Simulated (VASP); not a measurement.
Write the native input for VASP 6.6.1 that does the following.

```yaml
Task: relaxation of cell and atoms
Functional: PBE
Potentials_or_basis: VASP PAW PBE potentials, release 64 (Ho_3, O), 4f in core
Cutoff: 600 eV
k_mesh: 4 × 4 × 3
Occupations: gaussian, width 0.2 eV
Spin: no spin polarisation
Dipole_correction: no
Further_INCAR_settings: ALGO = Normal; EDIFF = 1e-07; IBRION = 2; EDIFFG = -0.08; NSW = 36; ISIF = 3
```

The structure of Ho2O lies in POSCAR:

```
Ho2O
1.0
    3.4926065800     -2.6523708500      0.0000000000
    3.4926065800      2.6523708500      0.0000000000
    0.0000000000      0.0000000000      6.7705492300
Ho O
4 2
Direct
    0.1826408800      0.1826408800      0.0000000000
    0.8173591200      0.8173591200      0.5000000000
    0.8173591200      0.8173591200      0.0000000000
    0.1826408800      0.1826408800      0.5000000000
    0.8619766600      0.1380233400      0.2500000000
    0.1380233400      0.8619766600      0.7500000000
```

The cell was generated, and may not be a known phase.

These files were run (other wordings do the same):

INCAR

```
SYSTEM = Ho2O
  ALGO = Normal
  EDIFF = 1E-7
  EDIFFG = -0.08
  ENCUT = 600
  GGA = PE
  GGA_COMPAT = .False.
  IBRION = 2
  ISIF = 3
  ISMEAR = 0
  LASPH = .True.
  LCHARG = .False.
  LMAXMIX = 6
  LREAL = .False.
  LWAVE = .False.
  NELM = 200
  NELMIN = 4
  NSW = 36
  PREC = Accurate
  SIGMA = 0.2
```

KPOINTS

```
k-points
0
Gamma
  4 4 3
  0 0 0
```

Potentials or basis: VASP PAW PBE potentials, release 64 (Ho_3, O), 4f in core.

Launch:

```console
$ cat potpaw_PBE.64/Ho_3/POTCAR potpaw_PBE.64/O/POTCAR > POTCAR
$ mpirun -np 1 vasp_std > vasp.out
```

Results of the run:

- Relaxed volume: 26.26 Å³/atom
- Relaxed cell: a = 5.008 Å, b = 5.008 Å, c = 6.282 Å, α = 90.00°, β = 90.00°, γ = 88.76°
- Space group after relaxing (to 0.1 Å): Cmcm (No. 63)
- Energy gained by relaxing: 819.0 meV/atom
- Ionic steps: 14
- Pressure after relaxing: 0.0 GPa
- Largest force after relaxing: 0.079 eV/Å
- Band gap on the k mesh: zero (bands 24 and 25 overlap by 0.37 eV)

Caveat: the k points lie up to 0.33 Å⁻¹ apart in the final cell; the volume moved by over 15 % at a fixed basis, so the end points are rough; spin-orbit coupling is left out, which moves the levels of the heavy elements; the 4f electrons are frozen in the core, so they carry no moment and show no levels; the run has no spin polarisation, though such a crystal can be magnetic; the relaxation stopped at a loose force limit of 0.08 eV/Å, so its end isn't a converged minimum.

It took 15 min on 1 thread of Intel(R) Xeon(R) Platinum 8124M CPU @ 3.00GHz (Skylake/Cascade Lake) (shared host), peak memory 0.29 GiB.
